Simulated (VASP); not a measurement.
Crystal: Ni.

```xyz
1
Lattice="0.0000 1.7716 1.7716 1.7716 0.0000 1.7716 1.7716 1.7716 0.0000" Properties=species:S:1:pos:R:3 pbc="T T T"
Ni    0.0000    0.0000    0.0000
```

Base run:

- Program: VASP 6.6.1
- Functional: PBEsol
- Potentials or basis: VASP PAW PBE potentials, release 64 (Ni)
- Cutoff: 520 eV
- k mesh: 15 × 15 × 15
- Occupations: fermi-dirac, width 0.1 eV
- Spin: collinear spin, ferromagnetic start
- Starting moments: [0.48] μB
- Fixed moment: 0.48 μB

Its results: pressure -13.3 GPa; site moments Ni +0.49 μB.

Question: After a change of settings the same cell gave: pressure -10.2 GPa; site moments Ni +0.95 μB. Which change was it?
A. fixed moment from 0.48 μB to 0.96 μB; moments at the start from [0.48] to [0.96]
B. fixed moment from 0.48 μB to 1.92 μB; moments at the start from [0.48] to [1.92]
C. fixed moment from 0.48 μB to 1.44 μB; moments at the start from [0.48] to [1.44]
D. fixed moment from 0.48 μB to 1.68 μB; moments at the start from [0.48] to [1.68]

Answer: A.

Caveats: the PAW data sets were made with another functional, which shifts forces and pressure a little; the total moment is fixed, so each spin has its own Fermi level.
